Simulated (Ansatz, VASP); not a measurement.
# Two plane-wave programs on TaN

File INCAR:

```
PREC = Accurate
ENCUT = 520
EDIFF = 1E-8
ISMEAR = -1
SIGMA = 0.01
LREAL = F
LASPH = T
NELM = 100
ALGO = Normal
ISIF = 2
LWAVE = F
LCHARG = F
GGA = PS
LEFG = T
NBANDS = 24
```

The input KPOINTS:

```
Automatic mesh
0
Gamma
  9 9 5
```

POSCAR

```
TaN
1.0
    3.0480019786     -0.0304800198     -0.0304800198
   -1.5503974607      2.6548871541     -0.0111564616
   -0.0491800000     -0.0491800000      4.9180000000
Ta N
2 2
Direct
    0.0000000000      0.0000000000      0.0000000000
    0.0000000000      0.0000000000      0.5000000000
    0.3333333333      0.6666666667      0.2500000000
    0.6666666667      0.3333333333      0.7500000000
```

Input for Ansatz:

```yaml
crystal:
  lattice:
    - [3.0480019786, -0.0304800198, -0.0304800198]
    - [-1.5503974607, 2.6548871541, -0.0111564616]
    - [-0.04918, -0.04918, 4.918]
  atoms:
    - { symbol: Ta, position: [0.0, 0.0, 0.0] }
    - { symbol: Ta, position: [0.0, 0.0, 0.5] }
    - { symbol: "N", position: [0.3333333333, 0.6666666667, 0.25] }
    - { symbol: "N", position: [0.6666666667, 0.3333333333, 0.75] }
kpoints:
  mp_grid: { grid: [9, 9, 5] }
scf:
  occupations: { method: fermi_dirac, width: 0.01 }
hamiltonian:
  xc: pbesol
  pseudopotentials: { kind: paw }
output:
  forces: true
  stress: true
  eigenvalues: true
  efg: { contact_densities: true }
```

Change from the starting cell: equal xy, yz and zx shear strains of -2 %, PAW files.

Alike in both runs: task electric field gradients; functional PBEsol; k mesh 9 × 9 × 5; occupations fermi-dirac, width 0.01 eV; no spin polarisation.

|  | VASP | Ansatz |
| --- | --- | --- |
| version | VASP 6.6.1 | Ansatz 0.2.0 |
| potentials or method | VASP PAW PBE potentials, release 64 (Ta_pv, N) | PAW with Ansatz's default frozen-core files, scalar-relativistic |
| plane-wave cutoff (eV) | 520 | 420 |
| valence electrons in the cell | 32 | 36 |

```tsv
	VASP	Ansatz	Ansatz less VASP
pressure (GPa)	50.6	49.0	-1.60
traceless stress, the component that is largest in VASP (GPa)	56.78	56.30	-0.488
rms of the force components (eV/Å)	0.181	0.178	-0.0027
size of Vzz on the site where it differs most (V/Å²)	184.2	209.7	+25.51
```

VASP's potentials were made for PBE, not for PBEsol. Atom by atom the forces differ by 0.003 eV/Å (rms over components). Both programs put the cell under a high pressure, so it lies far from rest at this level. VASP's potentials hold 32 valence electrons a cell and Ansatz's 36, so a difference there can come from the potentials and not from the codes.

Neither program's run includes spin-orbit coupling.
